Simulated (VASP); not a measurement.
Wanted: the native input for a VASP 6.6.1 run.

* Task: single point
* Functional: PBE
* Potentials or basis: VASP PAW PBE potentials, release 64 (Ga_d, Te, O)
* Cutoff: 520 eV
* k mesh: 6 × 6 × 6
* Occupations: gaussian, width 0.1 eV
* Spin: no spin polarisation
* Dipole correction: no
* Further INCAR settings: ALGO = Normal; EDIFF = 1e-06; NBANDS = 34

The structure of Ga2Te3O lies in POSCAR:

```
Ga2Te3O
1.0
    3.7423410330      2.1606416028      2.9854555510
   -3.7423410330      2.1606416028      2.9854555510
    0.0000000000     -4.3212832056      2.9854555510
Ga Te O
2 3 1
Direct
    0.6398879959      0.6398879959      0.6398879959
    0.3601120041      0.3601120041      0.3601120041
    0.0000000000      0.5000000000      0.0000000000
    0.5000000000      0.0000000000      0.0000000000
    0.0000000000      0.0000000000      0.5000000000
    0.0000000000      0.0000000000      0.0000000000
```

The input as run:

INCAR

```
SYSTEM = Ga2Te3O
PREC = Accurate ; ENCUT = 520
EDIFF = 1E-6 ; ISMEAR = 0
SIGMA = 0.1 ; LREAL = .FALSE.
LASPH = .TRUE. ; NELM = 100
ALGO = Normal ; ISIF = 2
LWAVE = .FALSE. ; LCHARG = .FALSE.
GGA = PE ; NBANDS = 34
```

KPOINTS

```
Automatic mesh
0
G
  6 6 6
  0 0 0
```

Potentials or basis: VASP PAW PBE potentials, release 64 (Ga_d, Te, O).

Run with:

```bash
$ cat potpaw_PBE.64/Ga_d/POTCAR potpaw_PBE.64/Te/POTCAR potpaw_PBE.64/O/POTCAR > POTCAR
$ mpirun -np 1 vasp_std > vasp.out
```

Results of the run:

| Item | Value |
| --- | --- |
| Pressure | 0.0 GPa |
| Largest force | 0.005 eV/Å |
| Band gap on the k mesh | zero (band 25 reaches 6.83 eV, above the bottom of band 26 at 5.12 eV) |

Caveat: spin-orbit coupling is left out, which moves the levels of the heavy elements.

It took 2.6 min on 1 thread of Intel(R) Xeon(R) Platinum 8488C (Sapphire Rapids), with other jobs on the host, peak memory 0.33 GiB.
